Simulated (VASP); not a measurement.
# Si (P2_12_12_1) in VASP: notebook, part 2 of 2

VASP 6.6.1. The steps go on from the part before.

**3. Single point, PBE (atoms displaced along a vibrational mode, the cell strained)**

The input, INCAR:

```
  PREC = Accurate
  ENCUT = 520
  EDIFF = 1E-6
  ISMEAR = 0
  SIGMA = 0.05
  LREAL = False
  LASPH = True
  NELM = 60
  ALGO = Normal
  ISIF = 2
  LWAVE = False
  LCHARG = False
  GGA = PE
  NBANDS = 16
```

The input, KPOINTS:

```
Automatic mesh
0
Gamma
  8 8 6
```

The input, POSCAR:

```
Si
1.0
    0.0000000000     -2.7804312639     -2.7804312639
    0.0000000000      2.7804312639     -2.7804312639
    5.5608625278      0.0000000000      0.0000000000
Si
4
Direct
    0.5039640536      0.5145972412      0.0000000000
   -0.0039640536     -0.0145972412      0.5000000000
    1.0039640536      0.4854027588      0.2500000000
    0.4960359464      0.0145972412      0.7500000000
```

Potentials or basis: VASP PAW PBE potentials, release 64 (Si).

Run with:

```console
$ cat potpaw_PBE.64/Si/POTCAR > POTCAR
$ mpirun -np 1 vasp_std > vasp.out
```

OUTCAR:

```text
PREC = Accurate
   ENCUT = 520
   EDIFF = 1E-6
   ISMEAR = 0
   LREAL = False
   LASPH = True
   NELM = 60
   ISIF = 2
   GGA = PE

 ion  position               nearest neighbor table
   1  0.504  0.515  0.000-   4 2.41   4 2.41   3 2.41   3 2.41
   2  0.996  0.985  0.500-   3 2.41   3 2.41   4 2.41   4 2.41
   3  0.004  0.485  0.250-   2 2.41   2 2.41   1 2.41   1 2.41
   4  0.496  0.015  0.750-   1 2.41   1 2.41   2 2.41   2 2.41

  LATTYP: Found a simple tetragonal cell.
 ALAT       =     3.9321236027
 C/A-ratio  =     1.4142135624

  Lattice vectors:

 A1 = (   0.0000000000,  -2.7804312639,  -2.7804312639)
 A2 = (   0.0000000000,   2.7804312639,  -2.7804312639)
 A3 = (   5.5608625278,   0.0000000000,   0.0000000000)

Analysis of symmetry for initial positions (statically):
=====================================================================
 Subroutine PRICEL returns:
 Original cell was already a primitive cell.

 Routine SETGRP: Setting up the symmetry group for a
 simple tetragonal supercell.

 Subroutine GETGRP returns: Found  4 space group operations
 (whereof  1 operations were pure point group operations)
 out of a pool of 16 trial point group operations.

The static configuration has the point symmetry C_1 .
 The point group associated with its full space group is D_2 .

Analysis of symmetry for dynamics (positions and initial velocities):
=====================================================================
 Subroutine PRICEL returns:
 Original cell was already a primitive cell.

 Routine SETGRP: Setting up the symmetry group for a
 simple tetragonal supercell.

 Subroutine GETGRP returns: Found  4 space group operations
 (whereof  1 operations were pure point group operations)
 out of a pool of 16 trial point group operations.

The dynamic configuration has the point symmetry C_1 .
 The point group associated with its full space group is D_2 .

 Subroutine INISYM returns: Found  4 space group operations
 (whereof  1 operations are pure point group operations),
 and found     1 'primitive' translations

----------------------------------------------------------------------------------------

                                     Primitive cell

  volume of cell :      85.9798

  direct lattice vectors                    reciprocal lattice vectors
     0.000000000 -2.780431264 -2.780431264     0.000000000 -0.179828218 -0.179828218
     0.000000000  2.780431264 -2.780431264     0.000000000  0.179828218 -0.179828218
     5.560862528  0.000000000  0.000000000     0.179828218  0.000000000  0.000000000

  length of vectors
     3.932123603  3.932123603  5.560862528     0.254315505  0.254315505  0.179828218

  position of ions in fractional coordinates (direct lattice)
     0.503964054  0.514597241  0.000000000
     0.996035946  0.985402759  0.500000000
     0.003964054  0.485402759  0.250000000
     0.496035946  0.014597241  0.750000000

  ion indices of the primitive-cell ions
   primitive index   ion index
                 1           1
                 2           2
                 3           3
                 4           4

----------------------------------------------------------------------------------------

 KPOINTS: Automatic mesh

Automatic generation of k-mesh.
 Grid dimensions read from file:
 generate k-points for:    8    8    6

 Generating k-lattice:

  Cartesian coordinates                     Fractional coordinates (reciprocal lattice)
     0.000000000 -0.022478527 -0.022478527     0.125000000  0.000000000  0.000000000
     0.000000000  0.022478527 -0.022478527     0.000000000  0.125000000  0.000000000
     0.029971370  0.000000000  0.000000000     0.000000000  0.000000000  0.166666667

  Length of vectors
     0.031789438  0.031789438  0.029971370

  Shift w.r.t. Gamma in fractional coordinates (k-lattice)
     0.000000000  0.000000000  0.000000000

 Subroutine IBZKPT returns following result:
 ===========================================

 Found    100 irreducible k-points:

 Following reciprocal coordinates:
            Coordinates               Weight
  0.000000  0.000000  0.000000      1.000000
  0.125000  0.000000  0.000000      2.000000
  0.000000  0.125000  0.000000      2.000000
  0.250000  0.000000  0.000000      2.000000
  0.000000  0.250000  0.000000      2.000000
  0.375000  0.000000  0.000000      2.000000
[... 16 lines left out ...]
  0.500000  0.375000  0.000000      2.000000
 -0.375000  0.500000  0.000000      2.000000
 [... further k-points ...]
   k-points           NKPTS =    100   k-points in BZ     NKDIM =    100   number of bands    NBANDS=     16
   number of dos      NEDOS =    301   number of ions     NIONS =      4
   total plane-waves  NPLWV =  37800
   dimension x,y,z NGX =    30 NGY =   30 NGZ =   42
   dimension x,y,z NGXF=    60 NGYF=   60 NGZF=   84
   ions per type =               4
   NGX,Y,Z   is equivalent  to a cutoff of  12.68, 12.68, 12.56 a.u.
   NGXF,Y,Z  is equivalent  to a cutoff of  25.37, 25.37, 25.11 a.u.
 SYSTEM =  unknown system
   PREC   = accura    normal or accurate (medium, high low for compatibility)
   ISTART =      0    job   : 0-new  1-cont  2-samecut
   ICHARG =      2    charge: 1-file 2-atom 10-const
   ISPIN  =      1    spin polarized calculation?
   LNONCOLLINEAR =      F non collinear calculations
   LSORBIT =      F    spin-orbit coupling
   LASPH  =      T    aspherical Exc in radial PAW
   ENCUT  =  520.0 eV  38.22 Ry    6.18 a.u.   7.31  7.31 10.34*2*pi/ulx,y,z
   NELM   =     60;   NELMIN=  2; NELMDL= -5     # of ELM steps
   EDIFF  = 0.1E-05   stopping-criterion for ELM
   LREAL  =      F    real-space projection
[... 7 lines left out ...]
   TEBEG  =    0.0;   TEEND  =   0.0 temperature during run
   PSTRESS=    0.0 pullay stress
   NELECT =      16.0000    total number of electrons
   NUPDOWN=      -1.0000    fix difference up-down
   EMIN   =  10.00;   EMAX   =-10.00  energy-range for DOS
   EFERMI =   0.00;   METHOD = LEGACY
   ISMEAR =     0;   SIGMA  =   0.05  broadening in eV -4-tet -1-fermi 0-gaus
   EFERMI_NEDOS =   21; number of points for ismear=-14 and -15
   IALGO  =     38    algorithm
   IMIX   =      4    mixing-type and parameters
     AMIX     =   0.40;   BMIX     =  1.00
     AMIX_MAG =   1.60;   BMIX_MAG =  1.00
  volume/ion in A,a.u.               =      21.49       145.06
  Fermi-wavevector in a.u.,A,eV,Ry     =   0.934651  1.766234 11.885667  0.873572
  Thomas-Fermi vector in A             =   2.061477
   LORBIT       =      0    0 simple, 1 ext, 2 COOP (PROOUT), +10 PAW based schemes
   GGA     = PE    functional components
   LHFCALC =     F    Hartree Fock is set to
   AEXX    =    0.0000 exact exchange contribution
   IVDW    =     0    specifies the selected vdW correction
   LEPSILON=     F    determine dielectric tensor
   LRPA    =     F    only Hartree local field effects (RPA)
 non-spin polarized calculation
 Gauss-broadening in eV      SIGMA  =   0.05
  energy-cutoff  :      520.00
  volume of cell :       85.98
 maximum number of plane-waves:      2348
 NGX is ok and might be reduce to    30
   NGX = 15   NGY = 15   NGZ = 21

 number of electron      16.0000000 magnetization

 Free energy of the ion-electron system (eV)
  ---------------------------------------------------
  ext. energy  EPLUGINS =         0.00000000
  ---------------------------------------------------
  free energy    TOTEN  =       -21.62437847 eV

  energy without entropy =      -21.62437847  energy(sigma->0) =      -21.62437847

 E-fermi :   5.3828     XC(G=0):  -9.1365

 val. band max:        5.1437831940   @ k =   0.0000   0.0000   0.0000
 cond. band min:       5.8473427619   @ k =   0.3750   0.3750   0.0000
 fundamental gap:      0.7035595679
 Fermi energy:         5.3828184465

 k-point     1 :       0.0000    0.0000    0.0000
  band No.  band energies     occupation
      1      -6.3508      2.00000
      2      -2.4642      2.00000
      3      -2.4525      2.00000
      4       2.4660      2.00000
      5       2.4751      2.00000
      6       5.0757      2.00000
[... 8 lines left out ...]
     15      12.7062      0.00000
     16      12.7981      0.00000
[... 420 lines left out ...]
  band No.  band energies     occupation
      1      -3.2890      2.00000
      2      -3.2890      2.00000
      3      -1.5252      2.00000
      4      -1.5252      2.00000
      5       2.3252      2.00000
      6       2.3252      2.00000
[... 8 lines left out ...]
     15      13.8974      0.00000
     16      13.8974      0.00000

 [... further k-points ...]

------------------------ aborting loop because EDIFF is reached ----------------------------------------

  FORCE on cell =-STRESS in cart. coord.  units (eV):
  Direction    XX          YY          ZZ          XY          YZ          ZX
  --------------------------------------------------------------------------------------
  -------------------------------------------------------------------------------------
  Total       -2.2142312     -2.1900836     -2.1900836      0.0000000     -0.0141569      0.0000000
  in kB      -41.2607459    -40.8107697    -40.8107697      0.0000000     -0.2638042      0.0000000
  external PRESSURE =     -40.9607618 kB  Pullay stress =       0.0000000 kB

 VOLUME and BASIS-vectors are now :
 -----------------------------------------------------------------------------
  energy-cutoff  :      520.00
  volume of cell :       85.98
      direct lattice vectors                 reciprocal lattice vectors
     0.000000000 -2.780431264 -2.780431264     0.000000000 -0.179828218 -0.179828218
     0.000000000  2.780431264 -2.780431264     0.000000000  0.179828218 -0.179828218
     5.560862528  0.000000000  0.000000000     0.179828218  0.000000000  0.000000000

 POSITION                                       TOTAL-FORCE (eV/Angst)
 -----------------------------------------------------------------------------------
      0.00000      0.02956     -2.83204         0.023361     -0.076970      0.132709
      2.78043     -0.02956     -5.50925         0.023361      0.076970     -0.132709
      1.39022      1.33861     -1.36065        -0.023361      0.132709     -0.076970
      4.17065     -1.33861     -1.41978        -0.023361     -0.132709      0.076970
 -----------------------------------------------------------------------------------
    total drift:                                0.000000      0.000000     -0.000000

  FREE ENERGIE OF THE ION-ELECTRON SYSTEM (eV)
  ---------------------------------------------------
  free  energy   TOTEN  =       -21.6243784750 eV

  energy  without entropy=      -21.6243784750  energy(sigma->0) =      -21.62437847
```

Wall time 38 s (1 thread of Intel Xeon 6975P-C (Granite Rapids), shared host); peak memory 0.24 GiB.

Results:

```
Free energy            : -21.6244 eV
Pressure               : -4.1 GPa
Largest force          : 0.155 eV/Å
Band gap on the k mesh : 0.70 eV
```

Forces in eV/Å, atoms in the order of the input:
```
Si   0.023 -0.077  0.133
Si   0.023  0.077 -0.133
Si  -0.023  0.133 -0.077
Si  -0.023 -0.133  0.077
```

Caveat: the cell differs from its parent crystal (atoms displaced along a vibrational mode, the cell strained); the cell stands under tension. A k mesh can miss the band edges.

**4. Single point, PBE (atoms displaced along a vibrational mode, the cell strained)**

The input, INCAR:

```
  PREC = Accurate
  ENCUT = 520
  EDIFF = 1E-6
  ISMEAR = 0
  SIGMA = 0.05
  LREAL = False
  LASPH = True
  NELM = 100
  ALGO = Normal
  ISIF = 2
  LWAVE = False
  LCHARG = True
  GGA = PE
  LELF = True
  LVHAR = True
  NBANDS = 16
```

The input, KPOINTS:

```
regular mesh
0
Gamma
  8 8 6
```

The input, POSCAR:

```
Si
1.0
    0.0000000000     -2.7804312639     -2.7804312639
    0.0000000000      2.7804312639     -2.7804312639
    5.5608625278      0.0000000000      0.0000000000
Si
4
Direct
    0.5019786387      0.5072861443      0.0000000000
   -0.0019786387     -0.0072861443      0.5000000000
    1.0019786387      0.4927138557      0.2500000000
    0.4980213613      0.0072861443      0.7500000000
```

Run with:

```console
$ cat potpaw_PBE.64/Si/POTCAR > POTCAR
$ mpirun -np 1 vasp_std > vasp.out
```

Wall time 36 s (1 thread of Intel Xeon 6975P-C (Granite Rapids), shared host); peak memory 0.24 GiB.

Results (log left out):

| Quantity | Value |
| --- | --- |
| Free energy | -21.6380 eV |
| Pressure | -4.0 GPa |
| Largest force | 0.076 eV/Å |
| Band gap on the k mesh | 0.70 eV |

Forces in eV/Å, atoms in the order of the input:
```
Si   0.006 -0.038  0.066
Si   0.006  0.038 -0.066
Si  -0.006  0.066 -0.038
Si  -0.006 -0.066  0.038
```

Levels at points of the mesh, in eV from the valence-band top:
```csv
k point,band 5,band 6,band 7,band 8,band 9,band 10,band 11,band 12
"(0.00, 0.00, 0.00)",-2.67,-0.02,0.00,0.00,0.84,0.85,2.53,2.53
"(0.50, 0.00, 0.00)",-3.48,-3.48,-1.25,-1.25,2.39,2.39,4.64,4.64
"(0.00, 0.50, 0.00)",-3.49,-3.49,-1.25,-1.25,2.39,2.39,4.64,4.64
"(0.50, 0.50, 0.00)",-2.67,-2.67,-2.67,-2.67,0.84,0.84,0.84,0.84
"(0.00, 0.00, 0.50)",-1.76,-1.76,-1.76,-1.76,1.19,1.19,3.11,3.11
"(0.50, 0.00, 0.50)",-1.14,-1.14,-1.13,-1.13,1.29,1.29,3.36,3.36
"(0.00, 0.50, 0.50)",-1.14,-1.14,-1.13,-1.13,1.29,1.29,3.36,3.36
"(0.50, 0.50, 0.50)",-3.56,-3.56,-3.56,-3.56,4.26,4.26,4.26,4.26
```

Caveat: the cell differs from its parent crystal (atoms displaced along a vibrational mode, the cell strained); the cell stands under tension. A k mesh can miss the band edges.

**5. Single point, PBE (atoms displaced along a vibrational mode, the cell strained)**

The input, INCAR:

```
PREC = Accurate ; ENCUT = 520
EDIFF = 1E-6 ; ISMEAR = 0
SIGMA = 0.05 ; LREAL = False
LASPH = True ; NELM = 100
ALGO = Normal ; ISIF = 2
LWAVE = False ; LCHARG = False
GGA = PE ; NBANDS = 16
```

KPOINTS is that of step 4.

The input, POSCAR:

```
Si
1.0
    0.0000000000     -2.8031297782     -2.8031297782
    0.0000000000      2.8031297782     -2.8031297782
    5.6062595564      0.0000000000      0.0000000000
Si
4
Direct
    0.5039640536      0.5145972412      0.0000000000
   -0.0039640536     -0.0145972412      0.5000000000
    1.0039640536      0.4854027588      0.2500000000
    0.4960359464      0.0145972412      0.7500000000
```

Run with:

```console
$ cat potpaw_PBE.64/Si/POTCAR > POTCAR
$ mpirun -np 1 vasp_std > vasp.out
```

It took 36 s on 1 thread of Intel Xeon 6975P-C (Granite Rapids), shared host; peak memory 0.24 GiB.

The run converged. Its results:

- Free energy: -21.5592 eV
- Pressure: -5.7 GPa
- Largest force: 0.164 eV/Å
- Band gap on the k mesh: 0.74 eV

Forces on the atoms (eV/Å):
```
Si   0.022 -0.081  0.141
Si   0.022  0.081 -0.141
Si  -0.022  0.141 -0.081
Si  -0.022 -0.141  0.081
```

Levels at points of the mesh, in eV from the valence-band top:
| k point | band 4 | band 5 | band 6 | band 7 | band 8 | band 9 | band 10 | band 11 | band 12 | band 13 |
| --- | --- | --- | --- | --- | --- | --- | --- | --- | --- | --- |
| (0.00, 0.00, 0.00) | -2.62 | -2.61 | -0.06 | -0.01 | 0.00 | 0.87 | 0.91 | 2.28 | 2.51 | 2.51 |
| (0.50, 0.00, 0.00) | -5.32 | -3.40 | -3.40 | -1.24 | -1.24 | 2.35 | 2.35 | 4.57 | 4.57 | 4.89 |
| (0.00, 0.50, 0.00) | -5.34 | -3.41 | -3.41 | -1.22 | -1.22 | 2.36 | 2.36 | 4.57 | 4.57 | 4.88 |
| (0.50, 0.50, 0.00) | -7.53 | -2.62 | -2.62 | -2.61 | -2.61 | 0.86 | 0.86 | 0.86 | 0.86 | 9.29 |
| (0.00, 0.00, 0.50) | -3.55 | -1.73 | -1.73 | -1.72 | -1.72 | 1.20 | 1.20 | 3.06 | 3.06 | 5.44 |
| (0.50, 0.00, 0.50) | -6.55 | -1.13 | -1.13 | -1.11 | -1.11 | 1.19 | 1.19 | 3.35 | 3.35 | 3.35 |
| (0.00, 0.50, 0.50) | -6.57 | -1.12 | -1.12 | -1.11 | -1.11 | 1.18 | 1.18 | 3.35 | 3.35 | 3.37 |
| (0.50, 0.50, 0.50) | -7.41 | -3.47 | -3.47 | -3.47 | -3.47 | 4.23 | 4.23 | 4.23 | 4.23 | 4.67 |

Caveat: the cell differs from its parent crystal (atoms displaced along a vibrational mode, the cell strained); the cell stands under tension.

**6. Overview**

| cell | gap on the mesh (eV) | pressure (GPa) | largest force (eV/Å) |
| --- | --- | --- | --- |
| a = 3.900, b = 3.900, c = 5.515 Å, 4 atoms, atomic positions A | 0.66 | -2.2 | 0.07 |
| a = 3.932, b = 3.932, c = 5.561 Å, 4 atoms, atomic positions B | 0.70 | -4.1 | 0.16 |
| a = 3.932, b = 3.932, c = 5.561 Å, 4 atoms, atomic positions A | 0.70 | -4.0 | 0.08 |
| a = 3.964, b = 3.964, c = 5.606 Å, 4 atoms, atomic positions B | 0.74 | -5.7 | 0.16 |

Alike in all rows: task single point; level PBE; potentials or basis VASP PAW PBE potentials, release 64 (Si); no spin polarisation; k mesh 8 × 8 × 6; cutoff (eV) 520; smearing gaussian 0.05 eV.

Caveats: the cell stands under tension (at least some runs).

Total energies depend on the potentials used, so only differences within one code and one set of settings carry meaning.
